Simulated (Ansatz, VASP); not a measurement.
**Pd: VASP beside Ansatz**

INCAR

```
ALGO = Normal
EDIFF = 1E-6
ENCUT = 500
GGA = PE
GGA_COMPAT = F
ISIF = 2
ISMEAR = 0
LASPH = T
LCHARG = F
LREAL = F
LWAVE = F
NBANDS = 11
NELM = 120
PREC = Accurate
SIGMA = 0.15
```

File KPOINTS:

```
k-points
0
Gamma
  8 8 8
```

POSCAR

```
Pd
1.0
    0.0000000000      1.7260987500      1.9449000000
    1.7260987500      0.0000000000      1.9449000000
    1.7260987500      1.7260987500      0.0000000000
Pd
1
Direct
    0.0000000000      0.0000000000      0.0000000000
```

Input for Ansatz:

```yaml
crystal:
  lattice:
    - [0.0, 1.72609875, 1.9449]
    - [1.72609875, 0.0, 1.9449]
    - [1.72609875, 1.72609875, 0.0]
  atoms:
    - { symbol: Pd, position: [0.0, 0.0, 0.0] }
basis:
  ecutwfc: 420
kpoints:
  mp_grid: { grid: [8, 8, 8] }
hamiltonian:
  xc: pbe
scf:
  occupations: { method: gaussian, width: 0.15 }
output:
  forces: true
  stress: true
  eigenvalues: true
```

Change from the starting cell: strain -0.1125 x Voigt [1, 1, 0, 0, 0, 0], atoms carried along.

Alike in both runs: task single point; functional PBE; k mesh 8 × 8 × 8; occupations gaussian, width 0.15 eV; no spin polarisation.

|  | VASP | Ansatz |
| --- | --- | --- |
| version | VASP 6.6.1 | Ansatz 0.2.0 |
| potentials or method | VASP PAW PBE potentials, release 64 (Pd), cutoff 500 eV | scalar-relativistic, plane waves, PAW |
| valence electrons in the cell | 10 | 18 |

|  | VASP | Ansatz | Ansatz less VASP |
| --- | --- | --- | --- |
| gap on the k mesh at the Fermi level (eV) | none | none | - |
| pressure (GPa) | 102.4 | 102.9 | +0.49 |
| traceless stress, the component that is largest in VASP (GPa) | -15.85 | -16.13 | -0.274 |

A gap of «none» marks a metal or a gap that the smearing closes. Both programs put the cell under a high pressure, so it lies far from rest at this level. VASP's potentials hold 10 valence electrons a cell and Ansatz's 18, so a difference there can come from the potentials and not from the codes.

The k mesh is coarse, so the values compare programs but aren't converged. Noted on VASP's run: the cell as given lies far from equilibrium.
